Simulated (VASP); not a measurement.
Wanted: the native input for a VASP 6.6.1 run.

```yaml
Task: single point
Functional: PBE
Potentials_or_basis: VASP PAW PBE potentials, release 64 (Pd)
Cutoff: 500 eV
k_mesh: 8 × 8 × 8
Occupations: gaussian, width 0.1 eV
Spin: collinear spin, ferromagnetic start
Starting_moments: "[1.0] μB"
Dipole_correction: no
Further_INCAR_settings: ALGO = Normal; EDIFF = 1e-06; NBANDS = 15
```

The structure of Pd lies in POSCAR:

```
Pd
1.0
    0.0000000000      1.9586507875      1.9586507875
    1.9586507875      0.0000000000      1.9586507875
    1.9586507875      1.9586507875      0.0000000000
Pd
1
Direct
    0.0000000000      0.0000000000      0.0000000000
```

These files were run (other wordings do the same):

INCAR

```
SYSTEM = Pd
ALGO = Normal
EDIFF = 1E-6
ENCUT = 500
GGA = PE
GGA_COMPAT = .False.
ISIF = 2
ISMEAR = 0
ISPIN = 2
LASPH = .True.
LCHARG = .False.
LMAXMIX = 4
LORBIT = 11
LREAL = .False.
LWAVE = .False.
MAGMOM = 1
NBANDS = 15
NELM = 200
PREC = Accurate
SIGMA = 0.1
```

KPOINTS

```
k-points
0
Gamma
  8 8 8
  0 0 0
```

Potentials or basis: VASP PAW PBE potentials, release 64 (Pd).

Command:

```console
$ cat potpaw_PBE.64/Pd/POTCAR > POTCAR
$ mpirun -np 1 vasp_std > vasp.out
```

Results of the run:

| Property | Result |
| --- | --- |
| Pressure | 4.0 GPa |
| Band gap on the k mesh | zero (filled and empty bands overlap) |
| Net moment | -0.01 μB per cell |
| Valence electrons inside the program's atomic spheres | Pd 9.41 |

It took 14 s on 1 thread of Intel(R) Xeon(R) Platinum 8488C (Sapphire Rapids), on a shared host, peak memory 0.13 GiB.
